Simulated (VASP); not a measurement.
# ZnS (P6_3mc) in VASP: further runs

The runs below take ZnS through single point, with PBE.

All numbers are computed with VASP 6.6.1; they aren't measurements. Logs are shortened: lines on timing, memory, paths and dates and some standing lists are left out, and cuts for length are marked.

### Step 1. The cell of the first run

It takes space group P6_3mc (No. 186, hexagonal). Conventional cell: a = 3.921 Å, b = 3.921 Å, c = 6.431 Å, α = 90.00°, β = 90.00°, γ = 120.00°. Zn (site symmetry 3m) has 4 S at 2.40 to 2.41 Å within 3.2 Å. S (site symmetry 3m) has 4 Zn at 2.40 to 2.41 Å within 3.2 Å.

### Step 2. Single point, PBE

The input, INCAR:

```
SYSTEM = ZnS
PREC = Accurate
ENCUT = 520
EDIFF = 1E-6
ISMEAR = 0
SIGMA = 0.02
LREAL = .FALSE.
LASPH = .TRUE.
NELM = 100
ALGO = Normal
ISIF = 2
LWAVE = .FALSE.
LCHARG = .TRUE.
GGA = PE
LELF = .TRUE.
LVHAR = .TRUE.
NBANDS = 26
```

The input, KPOINTS:

```
Automatic mesh
0
G
  12 12 4
  0 0 0
```

The input, POSCAR:

```
ZnS
1.0
    3.9209482690      0.0000000000      0.0000000000
   -1.9604741345      3.3956408079      0.0000000000
    0.0000000000      0.0000000000      6.4307359143
Zn S
2 2
Direct
    0.3333333333      0.6666666667      0.0000493269
    0.6666666667      0.3333333333      0.5000493269
    0.3333333333      0.6666666667      0.3749506731
    0.6666666667      0.3333333333      0.8749506731
```

Potentials or basis: VASP PAW PBE potentials, release 64 (Zn, S).

On the command line:

```bash
> cat potpaw_PBE.64/Zn/POTCAR potpaw_PBE.64/S/POTCAR > POTCAR
> mpirun -np 1 vasp_std > vasp.out
```

OUTCAR:

```text
SYSTEM = ZnS
   PREC = Accurate
   ENCUT = 520
   EDIFF = 1E-6
   ISMEAR = 0
   LREAL = .FALSE.
   LASPH = .TRUE.
   NELM = 100
   ISIF = 2
   GGA = PE

 ion  position               nearest neighbor table
   1  0.333  0.667  0.000-   4 2.40   4 2.40   4 2.40   3 2.41
   2  0.667  0.333  0.500-   3 2.40   3 2.40   3 2.40   4 2.41
   3  0.333  0.667  0.375-   2 2.40   2 2.40   2 2.40   1 2.41
   4  0.667  0.333  0.875-   1 2.40   1 2.40   1 2.40   2 2.41

  LATTYP: Found a hexagonal cell.
 ALAT       =     3.9209482690
 C/A-ratio  =     1.6400971074

  Lattice vectors:

 A1 = (   3.9209482690,   0.0000000000,   0.0000000000)
 A2 = (  -1.9604741345,   3.3956408079,   0.0000000000)
 A3 = (   0.0000000000,   0.0000000000,   6.4307359143)

Analysis of symmetry for initial positions (statically):
=====================================================================
 Subroutine PRICEL returns:
 Original cell was already a primitive cell.

 Routine SETGRP: Setting up the symmetry group for a
 hexagonal supercell.

 Subroutine GETGRP returns: Found 12 space group operations
 (whereof  6 operations were pure point group operations)
 out of a pool of 24 trial point group operations.

The static configuration has the point symmetry C_3v.
 The point group associated with its full space group is C_6v.

Analysis of symmetry for dynamics (positions and initial velocities):
=====================================================================
 Subroutine PRICEL returns:
 Original cell was already a primitive cell.

 Routine SETGRP: Setting up the symmetry group for a
 hexagonal supercell.

 Subroutine GETGRP returns: Found 12 space group operations
 (whereof  6 operations were pure point group operations)
 out of a pool of 24 trial point group operations.

The dynamic configuration has the point symmetry C_3v.
 The point group associated with its full space group is C_6v.

 Subroutine INISYM returns: Found 12 space group operations
 (whereof  6 operations are pure point group operations),
 and found     1 'primitive' translations

----------------------------------------------------------------------------------------

                                     Primitive cell

  volume of cell :      85.6197

  direct lattice vectors                    reciprocal lattice vectors
     3.920948269  0.000000000  0.000000000     0.255040345  0.147247612  0.000000000
    -1.960474135  3.395640808  0.000000000     0.000000000  0.294495224  0.000000000
     0.000000000  0.000000000  6.430735914     0.000000000  0.000000000  0.155503198

  length of vectors
     3.920948269  3.920948269  6.430735914     0.294495224  0.294495224  0.155503198

  position of ions in fractional coordinates (direct lattice)
     0.333333333  0.666666667  0.000049327
     0.666666667  0.333333333  0.500049327
     0.333333333  0.666666667  0.374950673
     0.666666667  0.333333333  0.874950673

  ion indices of the primitive-cell ions
   primitive index   ion index
                 1           1
                 2           2
                 3           3
                 4           4

----------------------------------------------------------------------------------------

 KPOINTS: Automatic mesh

Automatic generation of k-mesh.
 Grid dimensions read from file:
 generate k-points for:   12   12    4

 Generating k-lattice:

  Cartesian coordinates                     Fractional coordinates (reciprocal lattice)
     0.021253362  0.012270634  0.000000000     0.083333333  0.000000000  0.000000000
     0.000000000  0.024541269  0.000000000     0.000000000  0.083333333  0.000000000
     0.000000000  0.000000000  0.038875799     0.000000000  0.000000000  0.250000000

  Length of vectors
     0.024541269  0.024541269  0.038875799

  Shift w.r.t. Gamma in fractional coordinates (k-lattice)
     0.000000000  0.000000000  0.000000000

 Subroutine IBZKPT returns following result:
 ===========================================

 Found     57 irreducible k-points:

 Following reciprocal coordinates:
            Coordinates               Weight
  0.000000  0.000000  0.000000      1.000000
  0.083333  0.000000  0.000000      6.000000
  0.166667  0.000000  0.000000      6.000000
  0.250000  0.000000  0.000000      6.000000
  0.333333  0.000000  0.000000      6.000000
  0.416667  0.000000  0.000000      6.000000
[... 16 lines left out ...]
  0.250000  0.000000  0.250000     12.000000
  0.333333  0.000000  0.250000     12.000000
 [... further k-points ...]
   k-points           NKPTS =     57   k-points in BZ     NKDIM =     57   number of bands    NBANDS=     26
   number of dos      NEDOS =    301   number of ions     NIONS =      4
   total plane-waves  NPLWV =  43200
   dimension x,y,z NGX =    30 NGY =   30 NGZ =   48
   dimension x,y,z NGXF=    60 NGYF=   60 NGZF=   96
   ions per type =               2   2
   NGX,Y,Z   is equivalent  to a cutoff of  12.72, 12.72, 12.41 a.u.
   NGXF,Y,Z  is equivalent  to a cutoff of  25.44, 25.44, 24.82 a.u.
 SYSTEM =  ZnS
   PREC   = accura    normal or accurate (medium, high low for compatibility)
   ISTART =      0    job   : 0-new  1-cont  2-samecut
   ICHARG =      2    charge: 1-file 2-atom 10-const
   ISPIN  =      1    spin polarized calculation?
   LNONCOLLINEAR =      F non collinear calculations
   LSORBIT =      F    spin-orbit coupling
   LASPH  =      T    aspherical Exc in radial PAW
   ENCUT  =  520.0 eV  38.22 Ry    6.18 a.u.   7.29  7.29 11.96*2*pi/ulx,y,z
   NELM   =    100;   NELMIN=  2; NELMDL= -5     # of ELM steps
   EDIFF  = 0.1E-05   stopping-criterion for ELM
   LREAL  =      F    real-space projection
   EDIFFG = 0.1E-04   stopping-criterion for IOM
   NSW    =      0    number of steps for IOM
   IBRION =     -1    ionic relax: 0-MD 1-quasi-New 2-CG
   NFREE  =      0    steps in history (QN), initial steepest desc. (CG)
   ISIF   =      2    stress and relaxation
   ISYM   =      2    0-nonsym 1-usesym 2-fastsym
   POTIM  = 0.5000    time-step for ionic-motion
   TEBEG  =    0.0;   TEEND  =   0.0 temperature during run
   PSTRESS=    0.0 pullay stress
   NELECT =      36.0000    total number of electrons
   NUPDOWN=      -1.0000    fix difference up-down
   EMIN   =  10.00;   EMAX   =-10.00  energy-range for DOS
   EFERMI =   0.00;   METHOD = LEGACY
   ISMEAR =     0;   SIGMA  =   0.02  broadening in eV -4-tet -1-fermi 0-gaus
   EFERMI_NEDOS =   21; number of points for ismear=-14 and -15
   IALGO  =     38    algorithm
   IMIX   =      4    mixing-type and parameters
     AMIX     =   0.40;   BMIX     =  1.00
     AMIX_MAG =   1.60;   BMIX_MAG =  1.00
  volume/ion in A,a.u.               =      21.40       144.45
  Fermi-wavevector in a.u.,A,eV,Ry     =   1.226454  2.317661 20.465729  1.504189
  Thomas-Fermi vector in A             =   2.361454
   LORBIT       =      0    0 simple, 1 ext, 2 COOP (PROOUT), +10 PAW based schemes
   GGA     = PE    functional components
   LHFCALC =     F    Hartree Fock is set to
   AEXX    =    0.0000 exact exchange contribution
   IVDW    =     0    specifies the selected vdW correction
   LEPSILON=     F    determine dielectric tensor
   LRPA    =     F    only Hartree local field effects (RPA)
 non-spin polarized calculation
 Gauss-broadening in eV      SIGMA  =   0.02
  energy-cutoff  :      520.00
  volume of cell :       85.62
 maximum number of plane-waves:      2352
 NGX is ok and might be reduce to    30

 number of electron      35.9999997 magnetization

 Free energy of the ion-electron system (eV)
  ---------------------------------------------------
  ext. energy  EPLUGINS =         0.00000000
  ---------------------------------------------------
  free energy    TOTEN  =       -13.64126533 eV

  energy without entropy =      -13.64126533  energy(sigma->0) =      -13.64126533

 E-fermi :   1.5125     XC(G=0):  -9.2452

 val. band max:        1.3992551567   @ k =   0.0000   0.0000   0.0000
 cond. band min:       3.2237506089   @ k =   0.0000   0.0000   0.0000
 fundamental gap:      1.8244954523
 Fermi energy:         1.5124717887

 k-point     1 :       0.0000    0.0000    0.0000
  band No.  band energies     occupation
      1     -11.2289      2.00000
      2     -10.4420      2.00000
      3      -4.6558      2.00000
      4      -4.6483      2.00000
      5      -4.6483      2.00000
      6      -4.5798      2.00000
[... 18 lines left out ...]
     25       9.0333      0.00000
     26      10.2286      0.00000

 k-point     2 :       0.0833    0.0000    0.0000
  band No.  band energies     occupation
      1     -11.1882      2.00000
      2     -10.4194      2.00000
      3      -4.6533      2.00000
      4      -4.6433      2.00000
      5      -4.6403      2.00000
      6      -4.5746      2.00000
[... 18 lines left out ...]
     25       9.2257      0.00000
     26      10.0205      0.00000

 k-point     3 :       0.1667    0.0000    0.0000
  band No.  band energies     occupation
      1     -11.0722      2.00000
      2     -10.3585      2.00000
      3      -4.6501      2.00000
      4      -4.6243      2.00000
      5      -4.6196      2.00000
      6      -4.5552      2.00000
[... 18 lines left out ...]
     25       9.5545      0.00000
     26       9.7601      0.00000

 k-point     4 :       0.2500    0.0000    0.0000
  band No.  band energies     occupation
      1     -10.8989      2.00000
      2     -10.2790      2.00000
      3      -4.6395      2.00000
      4      -4.5991      2.00000
      5      -4.5946      2.00000
      6      -4.5126      2.00000
[... 18 lines left out ...]
     25       9.7157      0.00000
     26      10.0850      0.00000
[... 496 lines left out ...]
      1     -10.9781      2.00000
      2     -10.4750      2.00000
      3      -4.6539      2.00000
      4      -4.6164      2.00000
      5      -4.6098      2.00000
      6      -4.5689      2.00000
[... 18 lines left out ...]
     25       9.4195      0.00000
     26       9.5322      0.00000

 k-point    23 :       0.2500    0.0000    0.2500
  band No.  band energies     occupation
      1     -10.8149      2.00000
      2     -10.3771      2.00000
      3      -4.6444      2.00000
      4      -4.5996      2.00000
      5      -4.5814      2.00000
      6      -4.5230      2.00000
[... 18 lines left out ...]
     25       9.6269      0.00000
     26      10.1466      0.00000

 k-point    24 :       0.3333    0.0000    0.2500
  band No.  band energies     occupation
      1     -10.6313      2.00000
      2     -10.2843      2.00000
      3      -4.6320      2.00000
      4      -4.5736      2.00000
      5      -4.5570      2.00000
      6      -4.4671      2.00000
[... 18 lines left out ...]
     25       9.8785      0.00000
     26      11.0182      0.00000

 [... further k-points ...]
[... 5 lines left out ...]
  --------------------------------------------------------------------------------------
  -------------------------------------------------------------------------------------
  Total       -1.8228796     -1.8228796     -1.8877996      0.0000000      0.0000000      0.0000000
  in kB      -34.1110449    -34.1110449    -35.3258763      0.0000000      0.0000000      0.0000000
  external PRESSURE =     -34.5159887 kB  Pullay stress =       0.0000000 kB

 VOLUME and BASIS-vectors are now :
 -----------------------------------------------------------------------------
  energy-cutoff  :      520.00
  volume of cell :       85.62
      direct lattice vectors                 reciprocal lattice vectors
     3.920948269  0.000000000  0.000000000     0.255040345  0.147247612  0.000000000
    -1.960474135  3.395640808  0.000000000     0.000000000  0.294495224  0.000000000
     0.000000000  0.000000000  6.430735914     0.000000000  0.000000000  0.155503198

 POSITION                                       TOTAL-FORCE (eV/Angst)
 -----------------------------------------------------------------------------------
     -0.00000      2.26376      0.00032         0.000000     -0.000000      0.000383
      1.96047      1.13188      3.21569        -0.000000      0.000000      0.000383
     -0.00000      2.26376      2.41121         0.000000     -0.000000     -0.000383
      1.96047      1.13188      5.62658        -0.000000     -0.000000     -0.000383
 -----------------------------------------------------------------------------------
    total drift:                               -0.000001     -0.000001     -0.000459

  FREE ENERGIE OF THE ION-ELECTRON SYSTEM (eV)
  ---------------------------------------------------
  free  energy   TOTEN  =       -13.6412653273 eV

  energy  without entropy=      -13.6412653273  energy(sigma->0) =      -13.64126533
```

Run time: 94 s. Hardware: 1 thread of Intel Xeon Platinum 8559C (Emerald Rapids), shared host; peak memory 0.26 GiB.

Results:

| Quantity | Value |
| --- | --- |
| Free energy | -13.6413 eV |
| Pressure | -3.5 GPa |
| Band gap on the k mesh | 1.82 eV, direct |

A k mesh can miss the band edges.

### Step 3. Single point, PBE (equal strain along all axes, cell held: +3.0 %, then relaxed in part)

The input, INCAR:

```
  PREC = Accurate
  ENCUT = 520
  EDIFF = 1E-6
  ISMEAR = 0
  SIGMA = 0.02
  LREAL = F
  LASPH = T
  NELM = 60
  ALGO = Normal
  ISIF = 2
  LWAVE = F
  LCHARG = F
  GGA = PE
  NBANDS = 26
```

The input, KPOINTS:

```
regular mesh
0
Gamma
  12 12 4
```

The input, POSCAR:

```
ZnS
1.0
    3.9593889383      0.0000000000      0.0000000000
   -1.9796944692      3.4289314041      0.0000000000
    0.0000000000      0.0000000000      6.4937823448
Zn S
2 2
Direct
    0.3333333333      0.6666666667      0.0000493269
    0.6666666667      0.3333333333      0.5000493269
    0.3333333333      0.6666666667      0.3749506731
    0.6666666667      0.3333333333      0.8749506731
```

Potentials or basis: VASP PAW PBE potentials, release 64 (Zn, S).

On the command line:

```bash
> cat potpaw_PBE.64/Zn/POTCAR potpaw_PBE.64/S/POTCAR > POTCAR
> mpirun -np 1 vasp_std > vasp.out
```

Wall time 75 s (1 thread of Intel Xeon Platinum 8559C (Emerald Rapids), shared host); peak memory 0.26 GiB.

Results (log left out):

```yaml
Free_energy: -13.5750 eV
Pressure: -4.9 GPa
Largest_force: 0.005 eV/Å
Band_gap_on_the_k_mesh: 1.70 eV, direct
```

Forces in eV/Å, atoms in the order of the input:
```
Zn   0.000  0.000 -0.005
Zn   0.000  0.000 -0.005
S    0.000  0.000  0.005
S    0.000  0.000  0.005
```

Stress tensor (GPa, compression positive):
```
-4.86  0.00  0.00
 0.00 -4.86  0.00
 0.00  0.00 -4.99
```

Levels at points of the mesh, in eV from the valence-band top:
```tsv
k point	band 14	band 15	band 16	band 17	band 18	band 19	band 20	band 21	band 22	band 23
(0.00, 0.00, 0.00)	-0.74	-0.74	-0.06	0.00	0.00	1.70	2.89	6.36	6.36	6.61
(0.50, 0.00, 0.00)	-3.69	-2.75	-1.85	-1.37	-0.73	3.71	3.92	5.19	6.91	6.96
(0.00, 0.00, 0.50)	-2.61	-0.38	-0.38	-0.38	-0.38	3.20	3.20	6.55	6.55	6.79
(0.50, 0.00, 0.50)	-4.33	-1.36	-1.36	-1.33	-1.33	3.48	3.48	5.27	5.27	8.62
```

Caveat: the cell differs from its parent crystal (equal strain along all axes, cell held: +3.0 %, then relaxed in part).

### Step 4. Single point, PBE

This run uses another cell than the first one: it holds 16 atoms, not 4.

The input, INCAR:

```
SYSTEM = ZnS
  PREC = Accurate
  ENCUT = 520
  EDIFF = 1E-7
  ISMEAR = 0
  SIGMA = 0.01
  LREAL = Auto
  LASPH = .True.
  NELM = 60
  ALGO = Normal
  ISIF = 2
  LWAVE = .False.
  LCHARG = .True.
  GGA = PE
  LELF = .True.
  LVHAR = .True.
  NBANDS = 86
```

The input, KPOINTS:

```
regular mesh
0
Gamma
  1 1 1
  0 0 0
```

The input, POSCAR:

```
ZnS
1.0
    0.0000000000      0.0000000000      6.3046430618
   -3.8440669372      6.6581192431      0.0000000000
   -3.8440669373     -6.6581192431      0.0000000000
Zn S
8 8
Direct
    0.0002666736      0.1666666667      0.3333333333
    0.0002666736      0.6666666667      0.3333333333
    0.0002666736      0.1666666667      0.8333333333
    0.0002666736      0.6666666667      0.8333333333
    0.5002666736      0.8333333333      0.1666666667
    0.5002666736      0.3333333333      0.1666666667
    0.5002666736      0.8333333333      0.6666666667
    0.5002666736      0.3333333333      0.6666666667
    0.3747333264      0.1666666667      0.3333333333
    0.3747333264      0.6666666667      0.3333333333
    0.3747333264      0.1666666667      0.8333333333
    0.3747333264      0.6666666667      0.8333333333
    0.8747333264      0.8333333333      0.1666666667
    0.8747333264      0.3333333333      0.1666666667
    0.8747333264      0.8333333333      0.6666666667
    0.8747333264      0.3333333333      0.6666666667
```

On the command line:

```bash
> cat potpaw_PBE.64/Zn/POTCAR potpaw_PBE.64/S/POTCAR > POTCAR
> mpirun -np 1 vasp_gam > vasp.out
```

Run time: 87 s. Hardware: 1 thread of Intel Xeon Platinum 8375C at 2.90GHz (Ice Lake), shared host; peak memory 0.38 GiB.

The run converged. Its results:

```yaml
Free_energy: -50.7764 eV
Pressure: 1.8 GPa
Largest_force: 0.120 eV/Å
Band_gap_on_the_k_mesh: 2.02 eV
```

Forces on the atoms (eV/Å):
```
Zn   0.000  0.000  0.120
Zn   0.000  0.000  0.120
Zn   0.000  0.000  0.120
Zn   0.000  0.000  0.120
Zn   0.000  0.000  0.120
Zn   0.000  0.000  0.120
Zn   0.000  0.000  0.120
Zn   0.000  0.000  0.120
S    0.000  0.000 -0.120
S    0.000  0.000 -0.120
S    0.000  0.000 -0.120
S    0.000  0.000 -0.120
S    0.000  0.000 -0.120
S    0.000  0.000 -0.120
S    0.000  0.000 -0.120
S    0.000  0.000 -0.120
```

Stress tensor (GPa, compression positive):
```
 5.54  0.00  0.00
 0.00  5.54  0.00
 0.00  0.00 -5.62
```

Levels at points of the mesh, in eV from the valence-band top:
| k point | band 68 | band 69 | band 70 | band 71 | band 72 | band 73 | band 74 | band 75 | band 76 | band 77 |
| --- | --- | --- | --- | --- | --- | --- | --- | --- | --- | --- |
| (0.00, 0.00, 0.00) | -0.86 | -0.86 | -0.09 | 0.00 | 0.00 | 2.02 | 2.95 | 3.59 | 3.59 | 3.59 |

Caveat: the k points lie up to 1.00 Å⁻¹ apart. A k mesh can miss the band edges.

### Step 5. Overview

| cell | k mesh | smearing | gap on the mesh (eV) | pressure (GPa) | largest force (eV/Å) |
| --- | --- | --- | --- | --- | --- |
| a = 3.921, b = 3.921, c = 6.431 Å, angles 90.0, 90.0, 120.0°, 4 atoms | 12 × 12 × 4 | gaussian 0.02 eV | 1.82 | -3.5 | - |
| a = 3.959, b = 3.959, c = 6.494 Å, angles 90.0, 90.0, 120.0°, 4 atoms | 12 × 12 × 4 | gaussian 0.02 eV | 1.70 | -4.9 | 0.01 |
| a = 6.305, b = 7.688, c = 7.688 Å, angles 120.0, 90.0, 90.0°, 16 atoms | 1 × 1 × 1 | gaussian 0.01 eV | 2.02 | 1.8 | 0.12 |

Alike in all rows: task single point; level PBE; potentials or basis VASP PAW PBE potentials, release 64 (Zn, S); no spin polarisation; cutoff (eV) 520.

Caveats: some runs use coarse meshes.

Total energies depend on the potentials used, so only differences within one code and one set of settings carry meaning.
